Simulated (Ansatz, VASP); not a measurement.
SrO: VASP beside Ansatz

```xyz
2
Lattice="0.0000 2.7917 2.1775 2.7917 0.0000 2.1775 2.7917 2.7917 0.0000" Properties=species:S:1:pos:R:3 pbc="T T T"
Sr    0.0000    0.0000    0.0000
O     2.7917    2.7917    2.1775
```

Alike in both runs: task single point; functional r2SCAN; k mesh 8 × 8 × 8; occupations gaussian, width 0.05 eV; no spin polarisation.

|  | VASP | Ansatz |
| --- | --- | --- |
| version | VASP 6.6.1 | Ansatz 0.2.0 |
| potentials or method | VASP PAW PBE potentials, release 64 (Sr_sv, O), cutoff 520 eV | scalar-relativistic, plane waves, PAW |
| valence electrons in the cell | 16 | 16 |

Ansatz gave:

| Quantity | Value |
| --- | --- |
| gap on the k mesh at the Fermi level (eV) | 1.92 |
| least direct gap on the mesh (eV) | 1.94 |
| pressure (GPa) | 17.3 |
| traceless stress, the component that is largest in VASP (GPa) | 43.27 |

Task: What did VASP give for the same quantities?

Result: gap on the k mesh at the Fermi level (eV): 1.84; least direct gap on the mesh (eV): 1.88; pressure (GPa): 18.6; traceless stress, the component that is largest in VASP (GPa): 45.59.

VASP's potentials were made for PBE, not for r2SCAN. With one functional, cell and mesh, what is left measures potentials, basis and numerics.
